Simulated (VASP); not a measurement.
A run of VASP 6.6.1:

The input INCAR:

```
ALGO     = Normal         # electronic algorithm
EDIFF    = 1E-7           # SCF threshold, eV
ENCUT    = 520            # plane-wave cutoff, eV
GGA      = PE             # functional
ISIF     = 2              # what is computed and relaxed
ISMEAR   = -1             # smearing method
IVDW     = 13             # dispersion correction
LASPH    = T              # aspherical terms in the spheres
LCHARG   = F              # write CHGCAR
LREAL    = F              # projectors in reciprocal space
LWAVE    = F              # write WAVECAR
NBANDS   = 21             # bands
NELM     = 80             # most SCF steps
PREC     = Accurate       # precision mode
SIGMA    = 0.05           # smearing width, eV
```

The input KPOINTS:

```
k-points
0
Gamma
  15 15 8
```

The input POSCAR:

```
Ge
1.0
    2.9157300969      0.0000000000      0.0000000000
   -1.4578650484      2.5250963345      0.0000000000
    0.0000000000      0.0000000000      4.9512115212
Ge
2
Direct
    0.3333333333      0.6666666667      0.2500000000
    0.6666666667      0.3333333333      0.7500000000
```

Potentials or basis: VASP PAW PBE potentials, release 64 (Ge_d).

Launch:

```sh
$ cat potpaw_PBE.64/Ge_d/POTCAR > POTCAR
$ mpirun -np 1 vasp_std > vasp.out
```

Hardware: 1 thread of Intel Xeon 8259CL (shared host).

Problem. Estimate the wall time of this run.

Solution. Run time: 66 s on 1 thread of Intel Xeon 8259CL (shared host), peak memory 0.22 GiB. Counts: scf iterations 12, k points 135.
